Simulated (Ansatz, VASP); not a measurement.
# One calculation of Tl, two programs

```xyz
4
Lattice="3.6780 0.0000 0.0000 -1.8390 3.1852 0.0000 0.0000 0.0000 11.6403" Properties=species:S:1:pos:R:3 pbc="T T T"
Tl    0.0000    0.0000    0.0000
Tl    0.0000    2.1235    2.7639
Tl    0.0000    0.0000    5.8201
Tl    1.8390    1.0617    8.8763
```

Alike in both runs: task single point; functional PBEsol; k mesh 12 × 12 × 4; occupations gaussian, width 0.1 eV; no spin polarisation.

|  | VASP | Ansatz |
| --- | --- | --- |
| version | VASP 6.6.1 | Ansatz 0.2.0 |
| potentials or method | VASP PAW PBE potentials, release 64 (Tl_d), cutoff 520 eV | scalar-relativistic, plane waves, PAW |
| valence electrons in the cell | 52 | 52 |

|  | VASP | Ansatz | Ansatz less VASP |
| --- | --- | --- | --- |
| gap on the k mesh at the Fermi level (eV) | none | none | - |
| pressure (GPa) | -4.0 | -3.9 | +0.06 |
| traceless stress, the component that is largest in VASP (GPa) | -0.14 | -0.14 | +0.001 |
| rms of the force components (eV/Å) | 0.046 | 0.046 | +0.0001 |

VASP's potentials were made for PBE, not for PBEsol. Atom by atom the forces differ by 0.000 eV/Å (rms over components). A gap of «none» marks a metal or a gap that the smearing closes. The functional is the same, so the differences come from potentials, cutoffs and numerics.

Spin-orbit coupling is off throughout.
